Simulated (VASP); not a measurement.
# Sn (Pm-3n) in VASP: relaxation of cell and atoms with RPBE

Aim: the relaxation of cell and atoms of Sn with RPBE.

Program: VASP 6.6.1. These are calculated values, not measurements. Logs are shortened: lines on timing, memory, paths and dates and some standing lists are left out, and cuts for length are marked.

**1. The cell of the first run**

Symmetry: Pm-3n, No. 223, cubic system. Conventional cell: a = 6.076 Å, b = 6.076 Å, c = 6.076 Å, α = 90.00°, β = 90.00°, γ = 90.00°. Sn (site symmetry m-3) has 12 Sn at 3.40 Å within 4.5 Å. Sn (site symmetry -4m2) has 14 Sn at 3.04 to 3.72 Å within 4.0 Å.

**2. Relaxation of cell and atoms, RPBE**

File INCAR:

```
  ALGO = Normal
  EDIFF = 1E-7
  EDIFFG = -0.01
  ENCUT = 500
  GGA = RP
  GGA_COMPAT = False
  IBRION = 2
  ISIF = 3
  ISMEAR = -1
  LASPH = True
  LCHARG = False
  LREAL = False
  LWAVE = False
  NELM = 120
  NELMIN = 4
  NSW = 80
  PREC = Accurate
  SIGMA = 0.1
```

File KPOINTS:

```
k-points
0
Gamma
  4 4 4
```

File POSCAR:

```
Sn
1.0
    6.0756993416      0.0000000000      0.0000000000
    0.0000000000      6.0756993416      0.0000000000
    0.0000000000      0.0000000000      6.0756993416
Sn
8
Direct
    0.0000000000      0.0000000000      0.0000000000
    0.5000000000      0.5000000000      0.5000000000
    0.2500000000      0.0000000000      0.5000000000
    0.7500000000      0.0000000000      0.5000000000
    0.5000000000      0.2500000000      0.0000000000
    0.5000000000      0.7500000000      0.0000000000
    0.0000000000      0.5000000000      0.2500000000
    0.0000000000      0.5000000000      0.7500000000
```

Potentials or basis: VASP PAW PBE potentials, release 64 (Sn_d).

The run is started by

```console
cat potpaw_PBE.64/Sn_d/POTCAR > POTCAR
mpirun -np 1 vasp_std > vasp.out
```

OUTCAR:

```text
EDIFF = 1E-7
   EDIFFG = -0.01
   ENCUT = 500
   GGA = RP
   IBRION = 2
   ISIF = 3
   ISMEAR = -1
   LASPH = True
   LREAL = False
   NELM = 120
   NELMIN = 4
   NSW = 80
   PREC = Accurate

 ion  position               nearest neighbor table
   1  0.000  0.000  0.000-   3 3.40   4 3.40   5 3.40   6 3.40   7 3.40   8 3.40   3 3.40   4 3.40
                             7 3.40   8 3.40   5 3.40   6 3.40
   2  0.500  0.500  0.500-   3 3.40   4 3.40   5 3.40   6 3.40   7 3.40   8 3.40   5 3.40   6 3.40
                             3 3.40   4 3.40   7 3.40   8 3.40
   3  0.250  0.000  0.500-   4 3.04   4 3.04   1 3.40   1 3.40   2 3.40   2 3.40   8 3.72   7 3.72
                             8 3.72   7 3.72   6 3.72   5 3.72   5 3.72   6 3.72
   4  0.750  0.000  0.500-   3 3.04   3 3.04   1 3.40   1 3.40   2 3.40   2 3.40   8 3.72   7 3.72
                             8 3.72   7 3.72   6 3.72   5 3.72   5 3.72   6 3.72
   5  0.500  0.250  0.000-   6 3.04   6 3.04   1 3.40   2 3.40   2 3.40   1 3.40   8 3.72   7 3.72
                             7 3.72   8 3.72   3 3.72   4 3.72   3 3.72   4 3.72
   6  0.500  0.750  0.000-   5 3.04   5 3.04   1 3.40   2 3.40   2 3.40   1 3.40   8 3.72   7 3.72
                             7 3.72   8 3.72   3 3.72   4 3.72   3 3.72   4 3.72
   7  0.000  0.500  0.250-   8 3.04   8 3.04   1 3.40   2 3.40   1 3.40   2 3.40   3 3.72   4 3.72
                             5 3.72   3 3.72   4 3.72   6 3.72   5 3.72   6 3.72
   8  0.000  0.500  0.750-   7 3.04   7 3.04   1 3.40   2 3.40   1 3.40   2 3.40   3 3.72   4 3.72
                             5 3.72   3 3.72   4 3.72   6 3.72   5 3.72   6 3.72

  LATTYP: Found a simple cubic cell.
 ALAT       =     6.0756993416

  Lattice vectors:

 A1 = (   6.0756993416,   0.0000000000,   0.0000000000)
 A2 = (   0.0000000000,   6.0756993416,   0.0000000000)
 A3 = (   0.0000000000,   0.0000000000,   6.0756993416)

Analysis of symmetry for initial positions (statically):
=====================================================================
 Subroutine PRICEL returns:
 Original cell was already a primitive cell.

 Routine SETGRP: Setting up the symmetry group for a
 simple cubic supercell.

 Subroutine GETGRP returns: Found 48 space group operations
 (whereof 24 operations were pure point group operations)
 out of a pool of 48 trial point group operations.

The static configuration has the point symmetry T_h .
 The point group associated with its full space group is O_h .

Analysis of symmetry for dynamics (positions and initial velocities):
=====================================================================
 Subroutine PRICEL returns:
 Original cell was already a primitive cell.

 Routine SETGRP: Setting up the symmetry group for a
 simple cubic supercell.

 Subroutine GETGRP returns: Found 48 space group operations
 (whereof 24 operations were pure point group operations)
 out of a pool of 48 trial point group operations.

The dynamic configuration has the point symmetry T_h .
 The point group associated with its full space group is O_h .

[... 86 lines left out ...]
   PREC   = accura    normal or accurate (medium, high low for compatibility)
   ISTART =      0    job   : 0-new  1-cont  2-samecut
   ICHARG =      2    charge: 1-file 2-atom 10-const
   ISPIN  =      1    spin polarized calculation?
   LNONCOLLINEAR =      F non collinear calculations
   LSORBIT =      F    spin-orbit coupling
   LASPH  =      T    aspherical Exc in radial PAW
   ENCUT  =  500.0 eV  36.75 Ry    6.06 a.u.  11.08 11.08 11.08*2*pi/ulx,y,z
   NELM   =    120;   NELMIN=  4; NELMDL= -5     # of ELM steps
   EDIFF  = 0.1E-06   stopping-criterion for ELM
   LREAL  =      F    real-space projection
   EDIFFG = -.1E-01   stopping-criterion for IOM
   NSW    =     80    number of steps for IOM
   IBRION =      2    ionic relax: 0-MD 1-quasi-New 2-CG
   NFREE  =      1    steps in history (QN), initial steepest desc. (CG)
   ISIF   =      3    stress and relaxation
   ISYM   =      2    0-nonsym 1-usesym 2-fastsym
   POTIM  = 0.5000    time-step for ionic-motion
   TEBEG  =    0.0;   TEEND  =   0.0 temperature during run
   PSTRESS=    0.0 pullay stress
   NELECT =     112.0000    total number of electrons
   NUPDOWN=      -1.0000    fix difference up-down
   EMIN   =  10.00;   EMAX   =-10.00  energy-range for DOS
   EFERMI =   0.00;   METHOD = LEGACY
   ISMEAR =    -1;   SIGMA  =   0.10  broadening in eV -4-tet -1-fermi 0-gaus
   EFERMI_NEDOS =   21; number of points for ismear=-14 and -15
   IALGO  =     38    algorithm
   IMIX   =      4    mixing-type and parameters
     AMIX     =   0.40;   BMIX     =  1.00
     AMIX_MAG =   1.60;   BMIX_MAG =  1.00
  volume/ion in A,a.u.               =      28.03       189.19
  Fermi-wavevector in a.u.,A,eV,Ry     =   1.298827  2.454427 22.952361  1.686951
  Thomas-Fermi vector in A             =   2.430130
   LORBIT       =      0    0 simple, 1 ext, 2 COOP (PROOUT), +10 PAW based schemes
   GGA     = RP    functional components
   LHFCALC =     F    Hartree Fock is set to
   AEXX    =    0.0000 exact exchange contribution
   IVDW    =     0    specifies the selected vdW correction
   LEPSILON=     F    determine dielectric tensor
   LRPA    =     F    only Hartree local field effects (RPA)
 conjugate gradient relaxation of ions
 non-spin polarized calculation
  energy-cutoff  :      500.00
  volume of cell :      224.28
 maximum number of plane-waves:      5716
 NGX is ok and might be reduce to    48
   NGX = 23   NGY = 23   NGZ = 23

--------------------------------------- Ionic step        1  -------------------------------------------

 number of electron     112.0000117 magnetization

 Free energy of the ion-electron system (eV)
  ---------------------------------------------------
  ext. energy  EPLUGINS =         0.00000000
  ---------------------------------------------------
  free energy    TOTEN  =       -26.72322969 eV

  energy without entropy =      -26.51617976  energy(sigma->0) =      -26.61970473

 E-fermi :   7.8735     XC(G=0): -10.1327

 val. band max:        7.7791399112   @ k =   0.2500   0.0000   0.0000
 cond. band min:       7.8744837438   @ k =   0.2500   0.0000   0.0000
 fundamental gap:      0.0953438326
 Fermi energy:         7.8735183592

 k-point     1 :       0.0000    0.0000    0.0000
  band No.  band energies     occupation
      1     -13.9041      2.00000
      2     -13.8969      2.00000
      3     -13.8969      2.00000
      4     -13.7894      2.00000
      5     -13.7894      2.00000
      6     -13.7894      2.00000
[... 772 lines left out ...]
--------------------------------------- Ionic step        3  -------------------------------------------

 number of electron     111.9999920 magnetization

 Free energy of the ion-electron system (eV)
  ---------------------------------------------------
  ext. energy  EPLUGINS =         0.00000000
  ---------------------------------------------------
  free energy    TOTEN  =       -26.81595750 eV

  energy without entropy =      -26.60719076  energy(sigma->0) =      -26.71157413

 E-fermi :   7.2449     XC(G=0):  -9.8745

 val. band max:        7.2231490278   @ k =   0.2500   0.0000   0.0000
 cond. band min:       7.2838167542   @ k =   0.2500   0.0000   0.0000
 fundamental gap:      0.0606677263
 Fermi energy:         7.2449497238

 k-point     1 :       0.0000    0.0000    0.0000
  band No.  band energies     occupation
      1     -14.4942      2.00000
      2     -14.4879      2.00000
      3     -14.4879      2.00000
      4     -14.3978      2.00000
      5     -14.3978      2.00000
      6     -14.3978      2.00000
[... 724 lines left out ...]
  FREE ENERGIE OF THE ION-ELECTRON SYSTEM (eV)
  ---------------------------------------------------
  free  energy   TOTEN  =       -26.8159574956 eV

  energy  without entropy=      -26.6071907582  energy(sigma->0) =      -26.71157413

 reached required accuracy - stopping structural energy minimisation
```

OSZICAR:

```text
N       E                     dE             d eps       ncg     rms          rms(c)
DAV:   1     0.134504525006E+04    0.13450E+04   -0.52821E+04  1378   0.260E+03
DAV:   2     0.207927560154E+03   -0.11371E+04   -0.11161E+04  1340   0.712E+02
DAV:   3    -0.840628439263E+01   -0.21633E+03   -0.20705E+03  1426   0.240E+02
[... 33 lines left out ...]
DAV:   5    -0.268159534843E+02    0.43528E-05   -0.55094E-05  1655   0.419E-02    0.117E-02
DAV:   6    -0.268159552744E+02   -0.17901E-05   -0.32979E-06  1397   0.157E-02    0.448E-03
DAV:   7    -0.268159573201E+02   -0.20457E-05   -0.69095E-07  1519   0.692E-03    0.222E-03
DAV:   8    -0.268159574740E+02   -0.15383E-06   -0.13516E-08   718   0.966E-04    0.156E-03
DAV:   9    -0.268159574956E+02   -0.21679E-07   -0.81174E-09   724   0.851E-04
   3 F= -.26815957E+02 E0= -.26711574E+02  d E =-.927278E-01
```

It took 3.6 min on 1 thread of Intel Xeon 6975P-C (Granite Rapids), shared host; peak memory 0.37 GiB.

What came out:

| Item | Value |
| --- | --- |
| Free energy | -26.8160 eV |
| Relaxed volume | 29.64 Å³/atom |
| Relaxed cell | a = 6.189 Å, b = 6.189 Å, c = 6.189 Å, α = 90.00°, β = 90.00°, γ = 90.00° |
| Space group after relaxing (to 0.1 Å) | Pm-3n (No. 223) |
| Energy gained by relaxing | 11.6 meV/atom |
| Ionic steps | 3 |
| Pressure after relaxing | 0.0 GPa |
| Band gap on the k mesh | zero (bands 56 and 57 overlap by 1.08 eV) |

The path:
| step | energy change (eV) | largest force (eV/Å) | pressure (GPa) | volume (Å³) |
| --- | --- | --- | --- | --- |
| 1 | 0.0000 | 0.0000 | 2.44 | 224.28 |
| 2 | -0.0919 | 0.0000 | -0.20 | 238.43 |
| 3 | -0.0927 | 0.0000 | 0.00 | 237.12 |

Final structure:
```xyz
8
Lattice="6.1895 0.0000 0.0000 0.0000 6.1895 0.0000 0.0000 0.0000 6.1895" Properties=species:S:1:pos:R:3 pbc="T T T"
Sn    0.0000    0.0000    0.0000
Sn    3.0947    3.0947    3.0947
Sn    1.5474    0.0000    3.0947
Sn    4.6421    0.0000    3.0947
Sn    3.0947    1.5474    0.0000
Sn    3.0947    4.6421    0.0000
Sn    0.0000    3.0947    1.5474
Sn    0.0000    3.0947    4.6421
```

Caveat: the PAW data sets were made with another functional, which shifts forces and pressure a little; spin-orbit coupling is left out, which moves the levels of the heavy elements.
